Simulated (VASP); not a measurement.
Wanted: the native input for a VASP 6.6.1 run.

```yaml
Task: single point
Functional: PBE
Potentials_or_basis: VASP PAW PBE potentials, release 64 (Pd)
Cutoff: 520 eV
k_mesh: 18 × 18 × 18
Occupations: fermi-dirac, width 0.05 eV
Spin: no spin polarisation
Dipole_correction: no
Further_INCAR_settings: ALGO = Normal; EDIFF = 1e-06; NBANDS = 11
```

The structure of Pd lies in POSCAR:

```
Pd
1.0
    0.0000000000      1.9449000000      2.0032470000
    1.9449000000      0.0000000000      2.0032470000
    1.9449000000      1.9449000000      0.0000000000
Pd
1
Direct
    0.0000000000      0.0000000000      0.0000000000
```

This cell differs from its parent crystal: zz strain of +3 %.

The input as run:

INCAR

```
ALGO = Normal
EDIFF = 1E-6
ENCUT = 520
GGA = PE
ISIF = 2
ISMEAR = -1
LASPH = True
LCHARG = True
LELF = True
LREAL = False
LVHAR = True
LWAVE = False
NBANDS = 11
NELM = 60
PREC = Accurate
SIGMA = 0.05
```

KPOINTS

```
k-points
0
Gamma
  18 18 18
```

Potentials or basis: VASP PAW PBE potentials, release 64 (Pd).

Run with:

```console
$ cat potpaw_PBE.64/Pd/POTCAR > POTCAR
$ mpirun -np 1 vasp_std > vasp.out
```

It gave:

```yaml
Pressure: 1.6 GPa
Band_gap_on_the_k_mesh: zero (band 5 reaches 9.71 eV, above the bottom of band 6 at 8.10 eV)
```

Caveat: the cell differs from its parent crystal (zz strain of +3 %).

Run time: 95 s on 1 thread of AMD EPYC 7R43 64-Core Processor (Zen 3) (shared host), peak memory 0.16 GiB.
